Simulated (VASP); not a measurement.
Input of a VASP 6.6.1 run:

Contents of INCAR:

```
  PREC = Accurate
  ENCUT = 520
  EDIFF = 1E-7
  ISMEAR = 0
  SIGMA = 0.15
  LREAL = False
  LASPH = True
  NELM = 100
  ALGO = Fast
  ISIF = 2
  LWAVE = False
  LCHARG = False
  GGA = PE
  NBANDS = 17
```

Contents of KPOINTS:

```
Automatic mesh
0
Gamma
  18 18 10
```

The input POSCAR:

```
Pt
1.0
    2.3447586725      0.0000000000      0.0000000000
   -1.1723793363      2.5084136529      0.0000000000
    0.0000000000      0.0000000000      4.7813829983
Pt
2
Direct
    0.6666666667      0.3333333333      0.7500000000
    0.3333333333      0.6666666667      0.2500000000
```

Potentials or basis: VASP PAW PBE potentials, release 64 (Pt).

Run with:

```sh
$ cat potpaw_PBE.64/Pt/POTCAR > POTCAR
$ mpirun -np 1 vasp_std > vasp.out
```

Problem. Estimate the pressure.

Solution. 58.7 GPa.

Problem. Predict the largest force.

Solution. 0.129 eV/Å.

Problem. Estimate the band gap on the k mesh.

Solution. Zero (band 10 reaches 13.57 eV, above the bottom of band 11 at 11.54 eV).

Stress tensor (GPa, compression positive):
```
139.11   0.00   0.00
  0.00  18.10   0.00
  0.00   0.00  19.01
```

Caveat: the cell differs from its parent crystal (normal strain along x -0.1500, normal strain along y +0.0500); spin-orbit coupling is left out, which moves the levels of the heavy elements.
